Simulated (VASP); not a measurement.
A run of VASP 6.6.1 is set up as follows.

The input INCAR:

```
PREC     = Accurate       # precision mode
ENCUT    = 520            # plane-wave cutoff, eV
EDIFF    = 1E-7           # SCF threshold, eV
ISMEAR   = 0              # smearing method
SIGMA    = 0.05           # smearing width, eV
LREAL    = F              # projectors in reciprocal space
LASPH    = T              # aspherical terms in the spheres
NELM     = 80             # most SCF steps
ALGO     = Normal         # electronic algorithm
ISIF     = 2              # what is computed and relaxed
LWAVE    = F              # write WAVECAR
LCHARG   = F              # write CHGCAR
GGA      = B5             # functional
ALDAX    = 1.0          
AGGAX    = 1.0          
AGGAC    = 1.0          
ALDAC    = 0.0          
NBANDS   = 17             # bands
```

The input KPOINTS:

```
regular mesh
0
Gamma
  8 8 8
```

POSCAR

```
PbS
1.0
    0.0000000000      3.0899790865      3.0899790865
    3.0899790865      0.0000000000      3.0899790865
    3.0899790865      3.0899790865      0.0000000000
Pb S
1 1
Direct
    0.5000000000      0.5000000000      0.5000000000
    0.0000000000      0.0000000000      0.0000000000
```

Potentials or basis: VASP PAW PBE potentials, release 64 (Pb_d, S).

The run is started by

```console
$ cat potpaw_PBE.64/Pb_d/POTCAR potpaw_PBE.64/S/POTCAR > POTCAR
$ mpirun -np 1 vasp_std > vasp.out
```

Question: What does it give for the pressure?

Answer: -0.9 GPa.

Question: What does it give for the band gap on the k mesh?

Answer: 0.81 eV, direct.

Caveat: the PAW data sets were made with another functional, which shifts forces and pressure a little; spin-orbit coupling is left out, which moves the levels of the heavy elements. A k mesh can miss the band edges.
